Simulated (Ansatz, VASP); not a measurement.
## Cu in VASP and in Ansatz

The input INCAR:

```
ALGO     = Normal         # electronic algorithm
EDIFF    = 1E-6           # SCF threshold, eV
ENCUT    = 520            # plane-wave cutoff, eV
GGA      = CA             # functional
ISIF     = 2              # what is computed and relaxed
ISMEAR   = 0              # smearing method
LASPH    = T              # aspherical terms in the spheres
LCHARG   = F              # write CHGCAR
LREAL    = F              # projectors in reciprocal space
LWAVE    = F              # write WAVECAR
NBANDS   = 12             # bands
NELM     = 100            # most SCF steps
PREC     = Accurate       # precision mode
SIGMA    = 0.15           # smearing width, eV
```

Contents of KPOINTS:

```
k-points
0
Gamma
  22 22 22
```

Contents of POSCAR:

```
Cu
1.0
   -1.4631000000      1.4631000000      1.3746000000
    1.4631000000     -1.4631000000      1.3746000000
    1.4631000000      1.4631000000     -1.3746000000
Cu
1
Direct
    0.0000000000      0.0000000000      0.0000000000
```

Input for Ansatz:

```yaml
crystal:
  lattice:
    - [-1.4631, 1.4631, 1.3746]
    - [1.4631, -1.4631, 1.3746]
    - [1.4631, 1.4631, -1.3746]
  atoms:
    - { symbol: Cu, position: [0.0, 0.0, 0.0] }
basis:
  ecutwfc: 520.0
kpoints:
  mp_grid: { grid: [22, 22, 22] }
hamiltonian:
  xc: lda
  pseudopotentials: { kind: paw, azcp: { folder: soft_1 } }
scf:
  occupations: { method: gaussian, width: 0.15 }
output:
  forces: true
  stress: true
  eigenvalues: true
```

Alike in both runs: task single point; functional LDA; k mesh 22 × 22 × 22; occupations gaussian, width 0.15 eV; no spin polarisation.

```csv
,VASP,Ansatz
version,VASP 6.6.1,Ansatz 0.2.0
potentials or method,"VASP PAW LDA potentials, release 64 (Cu), cutoff 520 eV","scalar-relativistic, plane waves, PAW"
valence electrons in the cell,11,19
```

|  | VASP | Ansatz | Ansatz less VASP |
| --- | --- | --- | --- |
| gap on the k mesh at the Fermi level (eV) | none | none | - |
| pressure (GPa) | -10.6 | -11.4 | -0.84 |
| traceless stress, the component that is largest in VASP (GPa) | -0.17 | -0.18 | -0.005 |

Ansatz warns that its potentials were made for another functional, while VASP's fit it. LDA's correlation is that of Perdew and Zunger in VASP and of Perdew and Wang (1992) in Ansatz. A gap of «none» marks a metal or a gap that the smearing closes. VASP's potentials hold 11 valence electrons a cell and Ansatz's 19, so a difference there can come from the potentials and not from the codes.
